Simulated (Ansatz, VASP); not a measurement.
## Rh: VASP beside Ansatz

```xyz
1
Lattice="0.0000 1.9141 1.9141 1.9141 0.0000 1.9141 1.9141 1.9141 0.0000" Properties=species:S:1:pos:R:3 pbc="T T T"
Rh    0.0000    0.0000    0.0000
```

Change from the starting cell: volume scaled by 1.02.

Alike in both runs: task single point; functional LDA; k mesh 16 × 16 × 16; occupations fermi-dirac, width 0.03 eV; no spin polarisation.

|  | VASP | Ansatz |
| --- | --- | --- |
| version | VASP 6.6.1 | Ansatz 0.2.0 |
| potentials or method | VASP PAW LDA potentials, release 64 (Rh_pv), cutoff 520 eV | all-electron LAPW, scalar-relativistic |

|  | VASP | Ansatz | Ansatz less VASP |
| --- | --- | --- | --- |
| pressure (GPa) | -15.3 | -16.1 | -0.73 |

LDA's correlation is that of Perdew and Zunger in VASP and of Perdew and Wang (1992) in Ansatz. Ansatz ran all-electron here, and VASP with PAW potentials.
